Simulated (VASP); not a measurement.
**AlInAsP3: single point with PBE**

Crystal: AlInAsP3.

```
Al In P As
1.0
     4.90804    0.00000    0.00000
    -2.45402    4.25049    0.00000
     0.00000    0.00000    6.93063
Al In P As
1 1 3 1
Direct
  0.00000 0.00000 0.00000
  0.33333 0.66667 0.00000
  0.66667 0.33333 0.65461
  0.66667 0.33333 0.34539
  0.33333 0.66667 0.50000
  0.66667 0.33333 0.00000
```

The cell was generated, and may not be a known phase.

```yaml
Program: VASP 6.6.1
Task: single point
Functional: PBE
Potentials_or_basis: VASP PAW PBE potentials, release 64 (Al, In_d, P, As)
Cutoff: 500 eV
k_mesh: 12 × 12 × 6
Occupations: gaussian, width 0.1 eV
Spin: no spin polarisation
```

* Pressure: 0.0 GPa
* Largest force: 0.046 eV/Å
* Band gap on the k mesh: zero (bands 18 and 19 overlap by 1.56 eV)

Forces in eV/Å, atoms in the order of the input:
```
Al   0.000  0.000  0.000
In   0.000  0.000  0.000
P    0.000  0.000 -0.046
P    0.000  0.000  0.046
P    0.000  0.000  0.000
As   0.000  0.000  0.000
```

Levels at points of the mesh, in eV from the Fermi level:
| k point | band 15 | band 16 | band 17 | band 18 | band 19 | band 20 | band 21 | band 22 |
| --- | --- | --- | --- | --- | --- | --- | --- | --- |
| (0.00, 0.00, 0.00) | -1.99 | -1.88 | -1.20 | -0.89 | -0.89 | -0.26 | -0.26 | 0.12 |
| (0.50, 0.00, 0.00) | -2.39 | -1.92 | -1.06 | -0.60 | 0.19 | 0.58 | 1.67 | 2.19 |
| (0.00, 0.00, 0.50) | -3.44 | -0.75 | -0.75 | -0.72 | -0.05 | -0.05 | 0.63 | 0.84 |
| (0.50, 0.00, 0.50) | -3.05 | -1.56 | 0.00 | 0.66 | 1.23 | 1.31 | 1.45 | 2.25 |

Run time: 5.9 min on 1 thread of Intel(R) Xeon(R) Platinum 8488C (Sapphire Rapids), with other jobs on the host, peak memory 0.45 GiB.

Caveat: spin-orbit coupling is left out, which moves the levels of the heavy elements.
